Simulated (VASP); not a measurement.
C, 13 atoms in the cell. The cell holds a slab with vacuum, 13 atoms: a = 4.933 Å, b = 8.872 Å, c = 20.291 Å, α = 90.00°, β = 90.00°, γ = 97.99°. 

* Program: VASP 6.6.1
* Task: single point
* Functional: PBE
* Potentials or basis: VASP PAW PBE potentials, release 64 (C)
* Cutoff: 520 eV
* k mesh: 6 × 3 × 1
* Occupations: gaussian, width 0.1 eV
* Spin: no spin polarisation
* Dipole correction: yes
* Further INCAR settings: ALGO = Normal; EDIFF = 1e-07; NBANDS = 38

Potentials or basis: VASP PAW PBE potentials, release 64 (C).

The run is started by

```bash
$ cat potpaw_PBE.64/C/POTCAR > POTCAR
$ mpirun -np 1 vasp_std > vasp.out
```

Hardware: 1 thread of Intel Xeon 8259CL, with other jobs on the host.

Task: Estimate the wall time of this run.

Result: Run time: 21 min on 1 thread of Intel Xeon 8259CL, on a shared host, peak memory 0.94 GiB. Counts: scf iterations 31, k points 10.
